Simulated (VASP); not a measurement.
# ZnS (Imm2) in VASP: notebook

The runs below take ZnS through single point, with r2SCAN.

All numbers are computed with VASP 6.6.1; they aren't measurements. Logs are shortened: lines on timing, memory, paths and dates and some standing lists are left out, and cuts for length are marked.

### 1 The cell of the first run

It takes space group Imm2 (No. 44, orthorhombic). Conventional cell: a = 3.792 Å, b = 3.830 Å, c = 5.389 Å, α = 90.00°, β = 90.00°, γ = 90.00°. Zn (site symmetry mm2) has 4 S at 2.33 to 2.34 Å within 3.1 Å. Within 3.1 Å of S (site symmetry mm2) lie 4 Zn at 2.33 to 2.34 Å.

### 2 Single point, r2SCAN (strain +0.0100 x Voigt [0, 0, 0, 0, 1, 0])

File POSCAR:

```
ZnS
1.0
    0.0134725660      2.6945131942      2.6945131942
    2.7079857602      0.0000000000      2.7079857602
    2.6945131942      2.6945131942      0.0134725660
Zn S
1 1
Direct
    0.0000000000      0.0000000000      0.0000000000
    0.7500000000      0.7500000000      0.7500000000
```

File INCAR.step1:

```
PREC = Accurate
ENCUT = 520
ISMEAR = 0
SIGMA = 0.05
LREAL = F
LASPH = T
NELM = 100
NBANDS = 16
GGA = PE
ALGO = Normal
EDIFF = 1E-4
LWAVE = T
LCHARG = F
```

File INCAR.step2:

```
PREC = Accurate
ENCUT = 520
EDIFF = 1E-7
ISMEAR = 0
SIGMA = 0.05
LREAL = F
LASPH = T
NELM = 100
ALGO = Normal
ISIF = 2
LWAVE = F
LCHARG = F
METAGGA = R2SCAN
LMIXTAU = T
NBANDS = 16
ISTART = 1
```

File KPOINTS:

```
regular mesh
0
Gamma
  8 8 8
```

Potentials or basis: VASP PAW PBE potentials, release 64 (Zn, S).

Started as:

```sh
$ cat potpaw_PBE.64/Zn/POTCAR potpaw_PBE.64/S/POTCAR > POTCAR
$ cp INCAR.step1 INCAR
$ mpirun -np 1 vasp_std > vasp.out
$ cp INCAR.step2 INCAR
$ mpirun -np 1 vasp_std > vasp.out
```

OUTCAR:

```text
PREC = Accurate
   ENCUT = 520
   EDIFF = 1E-7
   ISMEAR = 0
   LREAL = F
   LASPH = T
   NELM = 100
   ISIF = 2
   METAGGA = R2SCAN
   ISTART = 1

 ion  position               nearest neighbor table
   1  0.000  0.000  0.000-   2 2.33   2 2.33   2 2.34   2 2.34
   2  0.750  0.750  0.750-   1 2.33   1 2.33   1 2.34   1 2.34

  LATTYP: Found a body centered orthorhombic cell.
 ALAT       =     3.7915640177
 B/A-ratio  =     1.0100502513
 C/A-ratio  =     1.4213201632

  Lattice vectors:

 A1 = (   0.0134725660,  -2.6945131942,   2.6945131942)
 A2 = (  -0.0134725660,  -2.6945131942,  -2.6945131942)
 A3 = (   2.6945131942,   2.6945131942,   0.0134725660)

Analysis of symmetry for initial positions (statically):
=====================================================================
 Subroutine PRICEL returns:
 Original cell was already a primitive cell.

 Routine SETGRP: Setting up the symmetry group for a
 body centered orthorhombic supercell.

 Subroutine GETGRP returns: Found  4 space group operations
 (whereof  4 operations were pure point group operations)
 out of a pool of  8 trial point group operations.

The static configuration has the point symmetry C_2v.

Analysis of symmetry for dynamics (positions and initial velocities):
=====================================================================
 Subroutine PRICEL returns:
 Original cell was already a primitive cell.

 Routine SETGRP: Setting up the symmetry group for a
 body centered orthorhombic supercell.

 Subroutine GETGRP returns: Found  4 space group operations
 (whereof  4 operations were pure point group operations)
 out of a pool of  8 trial point group operations.

The dynamic configuration has the point symmetry C_2v.

 Subroutine INISYM returns: Found  4 space group operations
 (whereof  4 operations are pure point group operations),
 and found     1 'primitive' translations

----------------------------------------------------------------------------------------

                                     Primitive cell

  volume of cell :      39.1255

  direct lattice vectors                    reciprocal lattice vectors
     0.013472566  2.694513194  2.694513194    -0.186494749  0.185562276  0.186494749
     2.707985760  0.000000000  2.707985760     0.184639080 -0.185562276  0.184639080
     2.694513194  2.694513194  0.013472566     0.186494749  0.185562276 -0.186494749

  length of vectors
     3.810640920  3.829670189  3.810640920     0.322480916  0.320338162  0.322480916

  position of ions in fractional coordinates (direct lattice)
     0.000000000  0.000000000  0.000000000
     0.750000000  0.750000000  0.750000000

  ion indices of the primitive-cell ions
   primitive index   ion index
                 1           1
                 2           2

----------------------------------------------------------------------------------------

 KPOINTS: regular mesh

Automatic generation of k-mesh.
 Grid dimensions read from file:
 generate k-points for:    8    8    8

 Generating k-lattice:

  Cartesian coordinates                     Fractional coordinates (reciprocal lattice)
    -0.023311844  0.023195284  0.023311844     0.125000000  0.000000000 -0.000000000
     0.023079885 -0.023195284  0.023079885     0.000000000  0.125000000  0.000000000
     0.023311844  0.023195284 -0.023311844    -0.000000000  0.000000000  0.125000000

  Length of vectors
     0.040310115  0.040042270  0.040310115

  Shift w.r.t. Gamma in fractional coordinates (k-lattice)
     0.000000000  0.000000000  0.000000000

 Subroutine IBZKPT returns following result:
 ===========================================

 Found     95 irreducible k-points:

 Following reciprocal coordinates:
            Coordinates               Weight
  0.000000  0.000000  0.000000      1.000000
  0.125000  0.000000 -0.000000      4.000000
  0.250000  0.000000 -0.000000      4.000000
  0.375000  0.000000  0.000000      4.000000
  0.500000  0.000000 -0.000000      2.000000
  0.000000  0.125000 -0.000000      4.000000
[... 16 lines left out ...]
  0.125000  0.375000 -0.000000      8.000000
  0.250000  0.375000 -0.000000      8.000000
 [... further k-points ...]
   k-points           NKPTS =     95   k-points in BZ     NKDIM =     95   number of bands    NBANDS=     16
   number of dos      NEDOS =    301   number of ions     NIONS =      2
   total plane-waves  NPLWV =  21952
   dimension x,y,z NGX =    28 NGY =   28 NGZ =   28
   dimension x,y,z NGXF=    56 NGYF=   56 NGZF=   56
   ions per type =               1   1
   NGX,Y,Z   is equivalent  to a cutoff of  12.22, 12.15, 12.22 a.u.
   NGXF,Y,Z  is equivalent  to a cutoff of  24.43, 24.31, 24.43 a.u.
 SYSTEM =  unknown system
   PREC   = accura    normal or accurate (medium, high low for compatibility)
   ISTART =      1    job   : 0-new  1-cont  2-samecut
   ICHARG =      0    charge: 1-file 2-atom 10-const
   ISPIN  =      1    spin polarized calculation?
   LNONCOLLINEAR =      F non collinear calculations
   LSORBIT =      F    spin-orbit coupling
   LASPH  =      T    aspherical Exc in radial PAW
   ENCUT  =  520.0 eV  38.22 Ry    6.18 a.u.   7.09  7.12  7.09*2*pi/ulx,y,z
   NELM   =    100;   NELMIN=  2; NELMDL=  0     # of ELM steps
   EDIFF  = 0.1E-06   stopping-criterion for ELM
   LREAL  =      F    real-space projection
   EDIFFG = 0.1E-05   stopping-criterion for IOM
   NSW    =      0    number of steps for IOM
   IBRION =     -1    ionic relax: 0-MD 1-quasi-New 2-CG
   NFREE  =      0    steps in history (QN), initial steepest desc. (CG)
   ISIF   =      2    stress and relaxation
   ISYM   =      2    0-nonsym 1-usesym 2-fastsym
   POTIM  = 0.5000    time-step for ionic-motion
   TEBEG  =    0.0;   TEEND  =   0.0 temperature during run
   PSTRESS=    0.0 pullay stress
   NELECT =      18.0000    total number of electrons
   NUPDOWN=      -1.0000    fix difference up-down
   EMIN   =  10.00;   EMAX   =-10.00  energy-range for DOS
   EFERMI =   0.00;   METHOD = LEGACY
   ISMEAR =     0;   SIGMA  =   0.05  broadening in eV -4-tet -1-fermi 0-gaus
   EFERMI_NEDOS =   21; number of points for ismear=-14 and -15
   IALGO  =     38    algorithm
   IMIX   =      4    mixing-type and parameters
     AMIX     =   0.40;   BMIX     =  1.00
     AMIX_MAG =   1.60;   BMIX_MAG =  1.00
  volume/ion in A,a.u.               =      19.56       132.02
  Fermi-wavevector in a.u.,A,eV,Ry     =   1.263802  2.388239 21.731157  1.597195
  Thomas-Fermi vector in A             =   2.397140
   LORBIT       =      0    0 simple, 1 ext, 2 COOP (PROOUT), +10 PAW based schemes
   METAGGA = R2SCAN    functional components
   LHFCALC =     F    Hartree Fock is set to
   AEXX    =    0.0000 exact exchange contribution
   IVDW    =     0    specifies the selected vdW correction
   LEPSILON=     F    determine dielectric tensor
   LRPA    =     F    only Hartree local field effects (RPA)
 non-spin polarized calculation
 Gauss-broadening in eV      SIGMA  =   0.05
  energy-cutoff  :      520.00
  volume of cell :       39.13
 maximum number of plane-waves:      1063
   NGX = 15   NGY = 15   NGZ = 15

 number of electron      18.0000005 magnetization

 Free energy of the ion-electron system (eV)
  ---------------------------------------------------
  ext. energy  EPLUGINS =         0.00000000
  ---------------------------------------------------
  free energy    TOTEN  =       -18.86532945 eV

  energy without entropy =      -18.86532945  energy(sigma->0) =      -18.86532945

 E-fermi :   2.1840     XC(G=0): -10.3264

 val. band max:        1.9289886370   @ k =   0.0000   0.0000   0.0000
 cond. band min:       4.6220402488   @ k =   0.0000   0.0000   0.0000
 fundamental gap:      2.6930516117
 Fermi energy:         2.1840227126

 k-point     1 :       0.0000    0.0000    0.0000
  band No.  band energies     occupation
      1     -11.8262      2.00000
      2      -4.6278      2.00000
      3      -4.6237      2.00000
      4      -4.6195      2.00000
      5      -4.0669      2.00000
      6      -4.0669      2.00000
[... 8 lines left out ...]
     15      14.2244      0.00000
     16      14.5004      0.00000

 k-point     2 :       0.1250    0.0000   -0.0000
  band No.  band energies     occupation
      1     -11.7037      2.00000
      2      -4.6242      2.00000
      3      -4.6016      2.00000
      4      -4.5965      2.00000
      5      -4.0689      2.00000
      6      -4.0686      2.00000
[... 8 lines left out ...]
     15      13.6083      0.00000
     16      15.2950      0.00000

 k-point     3 :       0.2500    0.0000   -0.0000
  band No.  band energies     occupation
      1     -11.3837      2.00000
      2      -4.5717      2.00000
      3      -4.5498      2.00000
      4      -4.5457      2.00000
      5      -4.0662      2.00000
      6      -4.0652      2.00000
[... 8 lines left out ...]
     15      13.4318      0.00000
     16      14.7017      0.00000

 k-point     4 :       0.3750    0.0000    0.0000
  band No.  band energies     occupation
      1     -11.0205      2.00000
      2      -4.5085      2.00000
      3      -4.5045      2.00000
      4      -4.3381      2.00000
      5      -4.0494      2.00000
      6      -4.0479      2.00000
[... 8 lines left out ...]
     15      14.5595      0.00000
     16      14.6596      0.00000
[... 324 lines left out ...]
 k-point    22 :      -0.0000    0.3750   -0.0000
  band No.  band energies     occupation
      1     -11.0395      2.00000
      2      -4.5156      2.00000
      3      -4.5118      2.00000
      4      -4.3328      2.00000
      5      -4.0494      2.00000
      6      -4.0479      2.00000
[... 8 lines left out ...]
     15      14.5738      0.00000
     16      14.6639      0.00000

 k-point    23 :       0.1250    0.3750   -0.0000
  band No.  band energies     occupation
      1     -11.0705      2.00000
      2      -4.5454      2.00000
      3      -4.4834      2.00000
      4      -4.4145      2.00000
      5      -4.0665      2.00000
      6      -4.0333      2.00000
[... 8 lines left out ...]
     15      15.2442      0.00000
     16      15.6901      0.00000

 k-point    24 :       0.2500    0.3750   -0.0000
  band No.  band energies     occupation
      1     -10.9601      2.00000
      2      -4.6203      2.00000
      3      -4.4056      2.00000
      4      -4.3886      2.00000
      5      -4.0719      2.00000
      6      -4.0155      2.00000
[... 8 lines left out ...]
     15      15.6854      0.00000
     16      18.1688      0.00000

 [... further k-points ...]

------------------------ aborting loop because EDIFF is reached ----------------------------------------

  FORCE on cell =-STRESS in cart. coord.  units (eV):
  Direction    XX          YY          ZZ          XY          YZ          ZX
  --------------------------------------------------------------------------------------
  -------------------------------------------------------------------------------------
  Total        0.0117415      0.0101609      0.0117415      0.0000000      0.0000000     -0.1778711
  in kB        0.4808111      0.4160852      0.4808111      0.0000000      0.0000000     -7.2837633
  external PRESSURE =       0.4592358 kB  Pullay stress =       0.0000000 kB

 VOLUME and BASIS-vectors are now :
 -----------------------------------------------------------------------------
  energy-cutoff  :      520.00
  volume of cell :       39.13
      direct lattice vectors                 reciprocal lattice vectors
     0.013472566  2.694513194  2.694513194    -0.186494749  0.185562276  0.186494749
     2.707985760  0.000000000  2.707985760     0.184639080 -0.185562276  0.184639080
     2.694513194  2.694513194  0.013472566     0.186494749  0.185562276 -0.186494749

 POSITION                                       TOTAL-FORCE (eV/Angst)
 -----------------------------------------------------------------------------------
      0.00000      0.00000      0.00000         0.000000     -0.056832      0.000000
      4.06198      4.04177      4.06198        -0.000000      0.056832     -0.000000
 -----------------------------------------------------------------------------------
    total drift:                                0.000007      0.001629      0.000007

  FREE ENERGIE OF THE ION-ELECTRON SYSTEM (eV)
  ---------------------------------------------------
  free  energy   TOTEN  =       -18.8653294539 eV

  energy  without entropy=      -18.8653294539  energy(sigma->0) =      -18.86532945
```

Run time: 1.8 min. Hardware: 1 thread of Intel Xeon 6975P-C (Granite Rapids), shared host; peak memory 0.2 GiB.

What came out:

* Free energy: -18.8653 eV
* Pressure: 0.0 GPa
* Largest force: 0.057 eV/Å
* Band gap on the k mesh: 2.69 eV, direct

Forces in eV/Å, atoms in the order of the input:
```
Zn   0.000 -0.057  0.000
S    0.000  0.057  0.000
```

Caveat: the cell differs from its parent crystal (strain +0.0100 x Voigt [0, 0, 0, 0, 1, 0]); the PAW data sets were made with another functional, which shifts forces and pressure a little.

### 3 Single point, r2SCAN (strain +0.0350 x Voigt [0, 0, 0, 0, 1, 0])

File POSCAR:

```
ZnS
1.0
    0.0471539809      2.6945131942      2.6945131942
    2.7416671751      0.0000000000      2.7416671751
    2.6945131942      2.6945131942      0.0471539809
Zn S
1 1
Direct
    0.0000000000      0.0000000000      0.0000000000
    0.7500000000      0.7500000000      0.7500000000
```

File INCAR.step1:

```
PREC     = Accurate       # precision mode
ENCUT    = 520            # plane-wave cutoff, eV
ISMEAR   = 0              # smearing method
SIGMA    = 0.05           # smearing width, eV
LREAL    = False          # projectors in reciprocal space
LASPH    = True           # aspherical terms in the spheres
NELM     = 80             # most SCF steps
NBANDS   = 16             # bands
GGA      = PE             # functional
ALGO     = Normal         # electronic algorithm
EDIFF    = 1E-4           # SCF threshold, eV
LWAVE    = True           # write WAVECAR
LCHARG   = False          # write CHGCAR
```

File INCAR.step2:

```
PREC     = Accurate       # precision mode
ENCUT    = 520            # plane-wave cutoff, eV
EDIFF    = 1E-6           # SCF threshold, eV
ISMEAR   = 0              # smearing method
SIGMA    = 0.05           # smearing width, eV
LREAL    = False          # projectors in reciprocal space
LASPH    = True           # aspherical terms in the spheres
NELM     = 80             # most SCF steps
ALGO     = Normal         # electronic algorithm
ISIF     = 2              # what is computed and relaxed
LWAVE    = False          # write WAVECAR
LCHARG   = False          # write CHGCAR
METAGGA  = R2SCAN         # meta-GGA
LMIXTAU  = True         
NBANDS   = 16             # bands
ISTART   = 1
```

KPOINTS is that of step 2.

Potentials or basis: VASP PAW PBE potentials, release 64 (Zn, S).

Started as:

```sh
$ cat potpaw_PBE.64/Zn/POTCAR potpaw_PBE.64/S/POTCAR > POTCAR
$ cp INCAR.step1 INCAR
$ mpirun -np 1 vasp_std > vasp.out
$ cp INCAR.step2 INCAR
$ mpirun -np 1 vasp_std > vasp.out
```

It took 88 s on 1 thread of Intel Xeon 6975P-C (Granite Rapids), shared host; peak memory 0.2 GiB.

Results (log left out):

```
Free energy            : -18.8556 eV
Pressure               : 0.2 GPa
Largest force          : 0.201 eV/Å
Band gap on the k mesh : 2.63 eV, direct
```

Forces in eV/Å, atoms in the order of the input:
```
Zn   0.000 -0.201  0.000
S    0.000  0.201  0.000
```

Stress tensor (GPa, compression positive):
```
 0.20  0.00 -2.55
 0.00  0.10  0.00
-2.55  0.00  0.20
```

Levels at points of the mesh, in eV from the valence-band top:
```
           k point  band 5  band 6  band 7  band 8  band 9  band 10  band 11  band 12  band 13  band 14
(0.00, 0.00, 0.00)   -6.05   -6.05   -0.13   -0.08    0.00     2.63     6.58     6.85     7.09    12.25
(0.50, 0.00, 0.00)   -6.02   -5.83   -5.53   -1.05   -1.03     3.65     7.12     7.36     9.42    12.81
(0.00, 0.50, 0.00)   -6.02   -5.87   -5.50   -0.92   -0.88     3.88     7.28     7.53     9.33    12.87
(0.50, 0.50, 0.00)   -5.97   -5.83   -4.72   -2.38   -2.38     3.64     4.41    11.64    12.77    12.92
(0.50, 0.00, 0.50)   -5.97   -5.83   -4.72   -2.56   -2.20     3.57     4.49    11.75    12.78    12.85
```

Caveat: the cell differs from its parent crystal (strain +0.0350 x Voigt [0, 0, 0, 0, 1, 0]); the PAW data sets were made with another functional, which shifts forces and pressure a little.
